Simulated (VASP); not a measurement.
## Ge5H2: single point with PBE

System: Ge5H2, a slab with vacuum.

```
Ge H
1.0
     8.14738    0.00000    0.00000
     0.00000    8.14738    0.00000
     0.00000    0.00000   19.51751
Ge H
20 8
Direct
  0.50000 0.50000 0.25139
  0.50000 0.00000 0.25139
  0.00000 0.50000 0.25139
  0.00000 0.00000 0.25139
  0.75000 0.50000 0.32518
  0.75000 0.00000 0.32518
  0.25000 0.50000 0.32518
  0.25000 0.00000 0.32518
  0.74457 0.74879 0.40042
  0.74457 0.25121 0.40042
  0.25316 0.74893 0.39593
  0.25316 0.25107 0.39593
  0.00221 0.74134 0.47051
  0.00221 0.25866 0.47051
  0.49500 0.72454 0.47591
  0.49500 0.27546 0.47591
  0.09727 0.00000 0.52166
  0.11058 0.50000 0.53324
  0.39652 0.00000 0.50626
  0.42869 0.50000 0.56352
  0.50839 0.65021 0.20339
  0.50839 0.34979 0.20339
  0.50839 0.15021 0.20339
  0.50839 0.84979 0.20339
  0.99161 0.34979 0.20339
  0.99161 0.65021 0.20339
  0.99161 0.84979 0.20339
  0.99161 0.15021 0.20339
```

- Program: VASP 6.6.1
- Task: single point
- Functional: PBE
- Potentials or basis: VASP PAW PBE potentials, release 64 (Ge_d, H)
- Cutoff: 410 eV
- k mesh: 3 × 3 × 1
- Occupations: gaussian, width 0.05 eV
- Spin: no spin polarisation
- Dipole correction: yes
- Further INCAR settings: ALGO = Normal; EDIFF = 1e-06; NBANDS = 164; NELMDL = -8

```yaml
Largest_force: 0.829 eV/Å
Band_gap_on_the_k_mesh: zero (bands 144 and 145 overlap by 0.10 eV)
```

Forces in eV/Å, atoms in the order of the input:
```
Ge  -0.019  0.000  0.217
Ge   0.023  0.000  0.194
Ge  -0.007  0.000  0.234
Ge  -0.009  0.000  0.226
Ge  -0.001  0.000 -0.056
Ge  -0.065  0.000  0.115
Ge   0.067  0.000 -0.826
Ge   0.014  0.000 -0.567
Ge  -0.001  0.000 -0.002
Ge  -0.001  0.000 -0.002
Ge  -0.003  0.002 -0.001
Ge  -0.003 -0.002 -0.001
Ge  -0.002  0.004  0.006
Ge  -0.002 -0.004  0.006
Ge  -0.002  0.001 -0.001
Ge  -0.002 -0.001 -0.001
Ge  -0.005  0.000  0.235
Ge   0.006  0.000  0.008
Ge   0.010  0.000  0.002
Ge  -0.005  0.000  0.005
H   -0.012 -0.039  0.011
H   -0.012  0.039  0.011
H   -0.021 -0.033  0.030
H   -0.021  0.033  0.030
H    0.019  0.039  0.012
H    0.019 -0.039  0.012
H    0.017  0.027  0.050
H    0.017 -0.027  0.050
```

Levels at points of the mesh, in eV from the Fermi level:
```
           k point  band 141  band 142  band 143  band 144  band 145  band 146  band 147  band 148
(0.00, 0.00, 0.00)     -0.75     -0.71     -0.49     -0.38     -0.10      0.51      0.66      1.03
```

Run time: 39 min on 1 thread of Intel(R) Xeon(R) Platinum 8259CL CPU @ 2.50GHz (Skylake/Cascade Lake), on a shared host, peak memory 1 GiB.
